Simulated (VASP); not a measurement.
The system is Pt3Rh5.

```
CELL_PARAMETERS angstrom
0.00000 3.84500 3.84500
3.84500 0.00000 3.84500
3.84500 3.84500 0.00000
ATOMIC_POSITIONS crystal
Rh 0.00000 0.00000 0.00000
Rh 0.00000 0.50000 0.00000
Rh 0.00000 0.50000 0.50000
Rh 0.50000 0.00000 0.00000
Rh 0.50000 0.50000 0.50000
Pt 0.00000 0.00000 0.50000
Pt 0.50000 0.00000 0.50000
Pt 0.50000 0.50000 0.00000
```

```yaml
Program: VASP 6.6.1
Task: relaxation of cell and atoms
Functional: PBE
Potentials_or_basis: VASP PAW PBE potentials, release 64 (Rh_pv, Pt)
Cutoff: 500 eV
k_mesh: 6 × 6 × 6
Occupations: gaussian, width 0.1 eV
Spin: no spin polarisation
```

At the start: pressure 7.9 GPa; volume 14.21 Å³/atom.

**Question.** How do energy, volume and symmetry change on relaxing?

**Answer.** Over 3 steps the energy falls by 9.9 meV/atom and the volume is 14.64 Å³/atom (+3.0 %); space group I4/mmm (No. 139, to 0.1 Å) before and after.

The path:
```csv
step,energy change (eV),largest force (eV/Å),pressure (GPa),volume (Å³)
1,0.0000,0.0000,7.86,113.69
2,0.3481,0.0000,-14.86,125.56
3,-0.0789,0.0000,-0.19,117.09
```

Final structure:
```
Rh Pt
1.0
     0.00000    3.88304    3.88304
     3.88298    0.00000    3.88304
     3.88298    3.88304    0.00000
Rh Pt
5 3
Direct
  0.00000 0.00000 0.00000
  0.00000 0.50000 0.00000
  0.00000 0.50000 0.50000
  0.50000 0.00000 0.00000
  0.50000 0.50000 0.50000
  0.00000 0.00000 0.50000
  0.50000 0.00000 0.50000
  0.50000 0.50000 0.00000
```
